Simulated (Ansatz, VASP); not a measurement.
## One calculation of P, two programs

```
P
1.0
     2.77561    0.00000    0.00000
    -1.38781    2.40375    0.00000
     0.00000    0.00000    4.49649
P
2
Cartesian
  -0.2914 1.4342 0.6520
  1.6792 0.9695 3.8445
```

Alike in both runs: task electric field gradients; functional r2SCAN; k mesh 12 × 12 × 7; occupations gaussian, width 0.001 eV; no spin polarisation.

```csv
,VASP,Ansatz
version,VASP 6.6.1,Ansatz 0.2.0
potentials or method,"VASP PAW PBE potentials, release 64 (P), cutoff 520 eV","all-electron PAW with datasets made for the crystal, scalar-relativistic"
```

|  | VASP | Ansatz | Ansatz less VASP |
| --- | --- | --- | --- |
| gap on the k mesh at the Fermi level (eV) | none | none | - |
| rms of the force components (eV/Å) | 14.689 | 15.040 | +0.3509 |

VASP's potentials were made for PBE, not for r2SCAN. Atom by atom the forces differ by 0.351 eV/Å (rms over components). A gap of «none» marks a metal or a gap that the smearing closes. Ansatz ran all-electron here, and VASP with PAW potentials.
